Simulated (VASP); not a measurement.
# Te (Fd-3m) in VASP: single point with PBE

Aim: the single point of Te with PBE.

Everything below comes from runs of VASP 6.6.1. Logs are shortened: lines on timing, memory, paths and dates and some standing lists are left out, and cuts for length are marked.

### 1 The cell of the first run

Symmetry: Fd-3m, No. 227, cubic system. The conventional cell has a = 7.189 Å, b = 7.189 Å, c = 7.189 Å, α = 90.00°, β = 90.00°, γ = 90.00°. Within 4.1 Å of Te (site symmetry -43m) lie 4 Te at 3.11 Å.

### 2 Single point, PBE

File INCAR:

```
PREC = Accurate
ENCUT = 520
EDIFF = 1E-7
ISMEAR = -1
SIGMA = 0.13605693000000002
LREAL = F
LASPH = T
NELM = 100
ALGO = Normal
ISIF = 2
LWAVE = F
LCHARG = T
GGA = PE
LELF = T
LVHAR = T
NBANDS = 13
```

File KPOINTS:

```
regular mesh
0
Gamma
  8 8 8
```

File POSCAR:

```
Te
1.0
    0.0000000000      3.5944616486      3.5944616486
    3.5944616486      0.0000000000      3.5944616486
    3.5944616486      3.5944616486      0.0000000000
Te
2
Direct
    0.0000000000      0.0000000000      0.0000000000
    0.2500000000      0.2500000000      0.2500000000
```

Potentials or basis: VASP PAW PBE potentials, release 64 (Te).

Launch:

```sh
cat potpaw_PBE.64/Te/POTCAR > POTCAR
mpirun -np 1 vasp_std > vasp.out
```

OUTCAR:

```text
PREC = Accurate
   ENCUT = 520
   EDIFF = 1E-7
   ISMEAR = -1
   LREAL = F
   LASPH = T
   NELM = 100
   ISIF = 2
   GGA = PE

 ion  position               nearest neighbor table
   1  0.000  0.000  0.000-   2 3.11   2 3.11   2 3.11   2 3.11
   2  0.250  0.250  0.250-   1 3.11   1 3.11   1 3.11   1 3.11

  LATTYP: Found a face centered cubic cell.
 ALAT       =     7.1889232972

  Lattice vectors:

 A1 = (   0.0000000000,   3.5944616486,   3.5944616486)
 A2 = (   3.5944616486,   0.0000000000,   3.5944616486)
 A3 = (   3.5944616486,   3.5944616486,   0.0000000000)

Analysis of symmetry for initial positions (statically):
=====================================================================
 Subroutine PRICEL returns:
 Original cell was already a primitive cell.

 Routine SETGRP: Setting up the symmetry group for a
 face centered cubic supercell.

 Subroutine GETGRP returns: Found 48 space group operations
 (whereof 24 operations were pure point group operations)
 out of a pool of 48 trial point group operations.

The static configuration has the point symmetry T_d .
 The point group associated with its full space group is O_h .

Analysis of symmetry for dynamics (positions and initial velocities):
=====================================================================
 Subroutine PRICEL returns:
 Original cell was already a primitive cell.

 Routine SETGRP: Setting up the symmetry group for a
 face centered cubic supercell.

 Subroutine GETGRP returns: Found 48 space group operations
 (whereof 24 operations were pure point group operations)
 out of a pool of 48 trial point group operations.

The dynamic configuration has the point symmetry T_d .
 The point group associated with its full space group is O_h .

 Subroutine INISYM returns: Found 48 space group operations
 (whereof 24 operations are pure point group operations),
 and found     1 'primitive' translations

----------------------------------------------------------------------------------------

                                     Primitive cell

  volume of cell :      92.8820

  direct lattice vectors                    reciprocal lattice vectors
     0.000000000  3.594461649  3.594461649    -0.139102889  0.139102889  0.139102889
     3.594461649  0.000000000  3.594461649     0.139102889 -0.139102889  0.139102889
     3.594461649  3.594461649  0.000000000     0.139102889  0.139102889 -0.139102889

  length of vectors
     5.083336413  5.083336413  5.083336413     0.240933271  0.240933271  0.240933271

  position of ions in fractional coordinates (direct lattice)
     0.000000000  0.000000000  0.000000000
     0.250000000  0.250000000  0.250000000

  ion indices of the primitive-cell ions
   primitive index   ion index
                 1           1
                 2           2

----------------------------------------------------------------------------------------

 KPOINTS: regular mesh

Automatic generation of k-mesh.
 Grid dimensions read from file:
 generate k-points for:    8    8    8

 Generating k-lattice:

  Cartesian coordinates                     Fractional coordinates (reciprocal lattice)
    -0.017387861  0.017387861  0.017387861     0.125000000  0.000000000  0.000000000
     0.017387861 -0.017387861  0.017387861     0.000000000  0.125000000  0.000000000
     0.017387861  0.017387861 -0.017387861     0.000000000  0.000000000  0.125000000

  Length of vectors
     0.030116659  0.030116659  0.030116659

  Shift w.r.t. Gamma in fractional coordinates (k-lattice)
     0.000000000  0.000000000  0.000000000

 Subroutine IBZKPT returns following result:
 ===========================================

 Found     29 irreducible k-points:

 Following reciprocal coordinates:
            Coordinates               Weight
  0.000000  0.000000  0.000000      1.000000
  0.125000  0.000000  0.000000      8.000000
  0.250000  0.000000  0.000000      8.000000
  0.375000  0.000000  0.000000      8.000000
  0.500000  0.000000  0.000000      4.000000
  0.125000  0.125000  0.000000      6.000000
[... 16 lines left out ...]
  0.500000  0.250000  0.125000     48.000000
 -0.375000  0.250000  0.125000     24.000000
 [... further k-points ...]
   k-points           NKPTS =     29   k-points in BZ     NKDIM =     29   number of bands    NBANDS=     13
   number of dos      NEDOS =    301   number of ions     NIONS =      2
   total plane-waves  NPLWV =  64000
   dimension x,y,z NGX =    40 NGY =   40 NGZ =   40
   dimension x,y,z NGXF=    80 NGYF=   80 NGZF=   80
   ions per type =               2
   NGX,Y,Z   is equivalent  to a cutoff of  13.08, 13.08, 13.08 a.u.
   NGXF,Y,Z  is equivalent  to a cutoff of  26.16, 26.16, 26.16 a.u.
 SYSTEM =  unknown system
   PREC   = accura    normal or accurate (medium, high low for compatibility)
   ISTART =      0    job   : 0-new  1-cont  2-samecut
   ICHARG =      2    charge: 1-file 2-atom 10-const
   ISPIN  =      1    spin polarized calculation?
   LNONCOLLINEAR =      F non collinear calculations
   LSORBIT =      F    spin-orbit coupling
   LASPH  =      T    aspherical Exc in radial PAW
   ENCUT  =  520.0 eV  38.22 Ry    6.18 a.u.   9.45  9.45  9.45*2*pi/ulx,y,z
   NELM   =    100;   NELMIN=  2; NELMDL= -5     # of ELM steps
   EDIFF  = 0.1E-06   stopping-criterion for ELM
   LREAL  =      F    real-space projection
   EDIFFG = 0.1E-05   stopping-criterion for IOM
   NSW    =      0    number of steps for IOM
   IBRION =     -1    ionic relax: 0-MD 1-quasi-New 2-CG
   NFREE  =      0    steps in history (QN), initial steepest desc. (CG)
   ISIF   =      2    stress and relaxation
   ISYM   =      2    0-nonsym 1-usesym 2-fastsym
   POTIM  = 0.5000    time-step for ionic-motion
   TEBEG  =    0.0;   TEEND  =   0.0 temperature during run
   PSTRESS=    0.0 pullay stress
   NELECT =      12.0000    total number of electrons
   NUPDOWN=      -1.0000    fix difference up-down
   EMIN   =  10.00;   EMAX   =-10.00  energy-range for DOS
   EFERMI =   0.00;   METHOD = LEGACY
   ISMEAR =    -1;   SIGMA  =   0.14  broadening in eV -4-tet -1-fermi 0-gaus
   EFERMI_NEDOS =   21; number of points for ismear=-14 and -15
   IALGO  =     38    algorithm
   IMIX   =      4    mixing-type and parameters
     AMIX     =   0.40;   BMIX     =  1.00
     AMIX_MAG =   1.60;   BMIX_MAG =  1.00
  volume/ion in A,a.u.               =      46.44       313.40
  Fermi-wavevector in a.u.,A,eV,Ry     =   0.827608  1.563953  9.319108  0.684935
  Thomas-Fermi vector in A             =   1.939842
   LORBIT       =      0    0 simple, 1 ext, 2 COOP (PROOUT), +10 PAW based schemes
   GGA     = PE    functional components
   LHFCALC =     F    Hartree Fock is set to
   AEXX    =    0.0000 exact exchange contribution
   IVDW    =     0    specifies the selected vdW correction
   LEPSILON=     F    determine dielectric tensor
   LRPA    =     F    only Hartree local field effects (RPA)
 non-spin polarized calculation
  energy-cutoff  :      520.00
  volume of cell :       92.88
 maximum number of plane-waves:      2541
 NGX is ok and might be reduce to    40
   NGX = 19   NGY = 19   NGZ = 19

 number of electron      12.0000000 magnetization

 Free energy of the ion-electron system (eV)
  ---------------------------------------------------
  ext. energy  EPLUGINS =         0.00000000
  ---------------------------------------------------
  free energy    TOTEN  =        -5.50928052 eV

  energy without entropy =       -5.38962937  energy(sigma->0) =       -5.44945494

 E-fermi :   3.2308     XC(G=0):  -7.5353

 val. band max:        3.1930860966   @ k =  -0.2500   0.1250   0.0000
 cond. band min:       3.2516589886   @ k =  -0.2500   0.2500   0.0000
 fundamental gap:      0.0585728920
 Fermi energy:         3.2307831311

 k-point     1 :       0.0000    0.0000    0.0000
  band No.  band energies     occupation
      1      -9.6635      2.00000
      2      -5.4810      2.00000
      3       0.2743      2.00000
      4       0.2743      2.00000
      5       0.2743      2.00000
      6       2.5653      1.98509
      7       2.5653      1.98509
      8       2.5653      1.98509
      9       6.9374      0.00000
     10       9.1940      0.00000
     11       9.1940      0.00000
     12      10.6881      0.00000
     13      10.6881      0.00000

 k-point     2 :       0.1250    0.0000    0.0000
  band No.  band energies     occupation
      1      -9.5813      2.00000
      2      -5.6897      2.00000
      3       0.1627      2.00000
      4       0.1627      2.00000
      5       0.2324      2.00000
      6       2.7366      1.94844
      7       2.7366      1.94844
      8       2.7524      1.94228
      9       7.3249      0.00000
     10       8.9115      0.00000
     11       8.9115      0.00000
     12      10.4093      0.00000
     13      11.3574      0.00000

 k-point     3 :       0.2500    0.0000    0.0000
  band No.  band energies     occupation
      1      -9.3515      2.00000
      2      -6.1974      2.00000
      3      -0.0589      2.00000
      4      -0.0589      2.00000
      5       0.0757      2.00000
      6       3.0905      1.47417
      7       3.0905      1.47417
      8       3.3718      0.52368
      9       8.0753      0.00000
     10       8.7409      0.00000
     11       8.7409      0.00000
     12      10.2054      0.00000
     13      12.5644      0.00000

 k-point     4 :       0.3750    0.0000    0.0000
  band No.  band energies     occupation
      1      -9.0468      2.00000
      2      -6.7499      2.00000
      3      -0.2381      2.00000
      4      -0.2381      2.00000
      5      -0.1049      2.00000
      6       3.3786      0.50456
      7       3.3786      0.50456
      8       4.2364      0.00123
      9       8.4327      0.00000
     10       9.0605      0.00000
     11       9.0605      0.00000
     12       9.7667      0.00000
     13      11.7033      0.00000

 k-point     5 :       0.5000    0.0000    0.0000
  band No.  band energies     occupation
      1      -8.8766      2.00000
      2      -7.0156      2.00000
      3      -0.3040      2.00000
      4      -0.3040      2.00000
      5      -0.1796      2.00000
      6       3.4805      0.27525
      7       3.4805      0.27525
      8       4.7143      0.00004
      9       8.7628      0.00000
     10       8.8627      0.00000
     11       9.5536      0.00000
     12       9.5536      0.00000
     13      10.7778      0.00000
[... 257 lines left out ...]
 k-point    22 :       0.3750    0.2500    0.1250
  band No.  band energies     occupation
      1      -9.1407      2.00000
      2      -6.5791      2.00000
      3      -0.7013      2.00000
      4      -0.3417      2.00000
      5       0.9267      2.00000
      6       2.4813      1.99193
      7       3.7332      0.04861
      8       3.9650      0.00903
      9       7.8856      0.00000
     10       8.6768      0.00000
     11       9.5017      0.00000
     12      11.3929      0.00000
     13      11.4517      0.00000

 k-point    23 :       0.5000    0.2500    0.1250
  band No.  band energies     occupation
      1      -8.8283      2.00000
      2      -7.0669      2.00000
      3      -1.0033      2.00000
      4      -0.5063      2.00000
      5       1.0586      2.00000
      6       2.8504      1.88493
      7       3.9976      0.00711
      8       4.3388      0.00058
      9       8.1929      0.00000
     10       8.4648      0.00000
     11       9.7401      0.00000
     12      10.7055      0.00000
     13      11.7928      0.00000

 k-point    24 :      -0.3750    0.2500    0.1250
  band No.  band energies     occupation
      1      -8.6406      2.00000
      2      -7.3233      2.00000
      3      -1.1093      2.00000
      4      -0.5797      2.00000
      5       1.0804      2.00000
      6       3.1026      1.43906
      7       4.0353      0.00539
      8       4.5418      0.00013
      9       7.9562      0.00000
     10       8.7579      0.00000
     11       9.6503      0.00000
     12      10.4286      0.00000
     13      11.7084      0.00000

 [... further k-points ...]

------------------------ aborting loop because EDIFF is reached ----------------------------------------

  FORCE on cell =-STRESS in cart. coord.  units (eV):
  Direction    XX          YY          ZZ          XY          YZ          ZX
  --------------------------------------------------------------------------------------
  -------------------------------------------------------------------------------------
  Total       -0.0187469     -0.0187469     -0.0187469     -0.0000000     -0.0000000     -0.0000000
  in kB       -0.3233758     -0.3233758     -0.3233758     -0.0000000     -0.0000000     -0.0000000
  external PRESSURE =      -0.3233758 kB  Pullay stress =       0.0000000 kB

 VOLUME and BASIS-vectors are now :
 -----------------------------------------------------------------------------
  energy-cutoff  :      520.00
  volume of cell :       92.88
      direct lattice vectors                 reciprocal lattice vectors
     0.000000000  3.594461649  3.594461649    -0.139102889  0.139102889  0.139102889
     3.594461649  0.000000000  3.594461649     0.139102889 -0.139102889  0.139102889
     3.594461649  3.594461649  0.000000000     0.139102889  0.139102889 -0.139102889

 POSITION                                       TOTAL-FORCE (eV/Angst)
 -----------------------------------------------------------------------------------
      0.00000      0.00000      0.00000         0.000000      0.000000      0.000000
      1.79723      1.79723      1.79723        -0.000000     -0.000000     -0.000000
 -----------------------------------------------------------------------------------
    total drift:                               -0.000000     -0.000000      0.000000

  FREE ENERGIE OF THE ION-ELECTRON SYSTEM (eV)
  ---------------------------------------------------
  free  energy   TOTEN  =        -5.5092805177 eV

  energy  without entropy=       -5.3896293654  energy(sigma->0) =       -5.44945494
```

It took 17 s on 1 thread of AMD EPYC 9R45 (Zen 5), shared host; peak memory 0.2 GiB.

Results:

| Property | Result |
| --- | --- |
| Free energy | -5.5093 eV |
| Pressure | 0.0 GPa |
| Band gap on the k mesh | zero (band 6 reaches 3.48 eV, above the bottom of band 7 at 2.57 eV) |

Levels at points of the mesh, in eV from the Fermi level:
| k point | band 3 | band 4 | band 5 | band 6 | band 7 | band 8 | band 9 | band 10 |
| --- | --- | --- | --- | --- | --- | --- | --- | --- |
| (0.00, 0.00, 0.00) | -2.96 | -2.96 | -2.96 | -0.67 | -0.67 | -0.67 | 3.71 | 5.96 |
| (0.50, 0.00, 0.00) | -3.53 | -3.53 | -3.41 | 0.25 | 0.25 | 1.48 | 5.53 | 5.63 |
| (0.50, 0.50, 0.00) | -4.15 | -4.15 | -1.59 | -1.59 | 1.88 | 1.88 | 5.11 | 5.11 |

Caveat: spin-orbit coupling is left out, which moves the levels of the heavy elements.
